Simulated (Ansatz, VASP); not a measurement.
Two plane-wave programs on Yb

File INCAR:

```
SYSTEM = Yb
PREC = Accurate
ENCUT = 520
EDIFF = 1E-6
ISMEAR = -1
SIGMA = 0.05
LREAL = .False.
LASPH = .True.
NELM = 150
ALGO = Normal
ISIF = 2
LWAVE = .False.
LCHARG = .False.
ISPIN = 2
MAGMOM = 0.5
LORBIT = 11
NUPDOWN = 0.5
LMAXMIX = 6
GGA = PE
NBANDS = 22
```

Contents of KPOINTS:

```
regular mesh
0
Gamma
  7 7 7
  0 0 0
```

File POSCAR:

```
Yb
1.0
   -2.1514830000      2.1514830000      2.1514830000
    2.1514830000     -2.1514830000      2.1514830000
    2.1514830000      2.1514830000     -2.1514830000
Yb
1
Direct
    0.0000000000      0.0000000000      0.0000000000
```

input.yaml

```yaml
crystal:
  lattice:
    - [-2.151483, 2.151483, 2.151483]
    - [2.151483, -2.151483, 2.151483]
    - [2.151483, 2.151483, -2.151483]
  atoms:
    - { symbol: Yb, position: [0.0, 0.0, 0.0], spin: 0.5 }
hamiltonian:
  xc: pbe
  pseudopotentials: { kind: paw }
magnetization:
  spin_polarized: true
  initial_magnetization: 0.5
  spin_locking: { lock_magnetization: hard }
kpoints:
  mp_grid: { grid: [7, 7, 7] }
scf:
  occupations: { method: fermi_dirac, width: 0.05 }
  lower_state_search: "off"
output:
  forces: true
  stress: true
  eigenvalues: true
```

Alike in both runs: task single point; functional PBE; k mesh 7 × 7 × 7; occupations fermi-dirac, width 0.05 eV; collinear spin; fixed moment 0.5 μB.

|  | VASP | Ansatz |
| --- | --- | --- |
| version | VASP 6.6.1 | Ansatz 0.2.0 |
| potentials or method | VASP PAW PBE potentials, release 64 (Yb) | Ansatz PAW |
| plane-wave cutoff (eV) | 520 | 420 |
| valence electrons in the cell | 24 | 24 |

```tsv
	VASP	Ansatz	Ansatz less VASP
pressure (GPa)	-2.0	-1.7	+0.32
net moment per atom (μB)	0.50	0.50	0.000
size of the moment on the site where the two differ most (μB)	0.24	0.29	+0.056
```

Site moments also hang on the region over which each program counts them. The functional is the same, so the differences come from potentials, cutoffs and numerics.

Spin-orbit coupling is off throughout.
